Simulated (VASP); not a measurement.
Runs of VASP 6.6.1 on GaSb. Symmetry: F-43m, No. 216, cubic system. Conventional cell: a = 6.132 Å, b = 6.132 Å, c = 6.132 Å, α = 90.00°, β = 90.00°, γ = 90.00°. Ga (site symmetry -43m) has 4 Sb at 2.66 Å within 3.5 Å. Within 3.5 Å of Sb (site symmetry -43m) lie 4 Ga at 2.66 Å. 

```tsv
level	potentials or basis	spin	k mesh	gap on the mesh (eV)	pressure (GPa)
PBEsol	VASP PAW PBE potentials, release 64 (Ga_d, Sb)	off	6 × 6 × 6	none	-0.3
PBE	VASP PAW PBE potentials, release 64 (Ga_d, Sb)	non-collinear, zero start, SOC	4 × 4 × 4	-	2.8
PBEsol	VASP PAW PBE potentials, release 64 (Ga_d, Sb)	off	4 × 4 × 4	none	(a)
LDA	VASP PAW LDA potentials, release 64 (Ga_d, Sb)	off	4 × 4 × 4	none	-1.2
```

Alike in all rows: task single point; cell as given; cutoff (eV) 500; smearing fermi-dirac 0.02 eV.

**Question.** Estimate the missing entries.

**Answer.** (a) 0.3.

Caveats: some runs use coarse meshes; semilocal functionals underestimate gaps, so a narrow gap can read as zero (at least some runs); spin-orbit coupling is left out, which moves the levels of the heavy elements (at least some runs); the PAW data sets were made with another functional, which shifts forces and pressure a little (at least some runs).

A k mesh can miss the band edges, and rows without SOC leave out spin-orbit coupling on Ga, Sb.

A gap of «none» marks levels without a gap at the run's occupations.
